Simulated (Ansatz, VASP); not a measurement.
## Li3OF: VASP beside Ansatz

```
F O Li
1.0
     3.60585    0.00000    0.00000
     0.00000    3.60585    0.00000
     0.00000    0.00000    3.60585
F O Li
1 1 3
Cartesian
  0.0000 0.0000 0.0000
  1.8029 1.8029 1.8029
  1.8029 1.8029 0.0000
  1.8029 0.0000 1.8029
  0.0000 1.8029 1.8029
```

Alike in both runs: task single point; functional PBE; k mesh 6 × 6 × 6; no spin polarisation.

|  | VASP | Ansatz |
| --- | --- | --- |
| version | VASP 6.6.1 | Ansatz 0.2.0 |
| potentials or method | VASP PAW PBE potentials, release 64 (F, O, Li_sv) | plane waves, PAW |
| plane-wave cutoff (eV) | 520 | 420 |
| occupations | gaussian, width 0.01 eV | fixed |
| valence electrons in the cell | 22 | 22 |

Ansatz gave:

- gap on the k mesh at the Fermi level (eV): 5.10

What did VASP give for the same quantities?

gap on the k mesh at the Fermi level (eV): 5.09.

Noted on VASP's run: the cutoff is short for stress, so the pressure is rough.
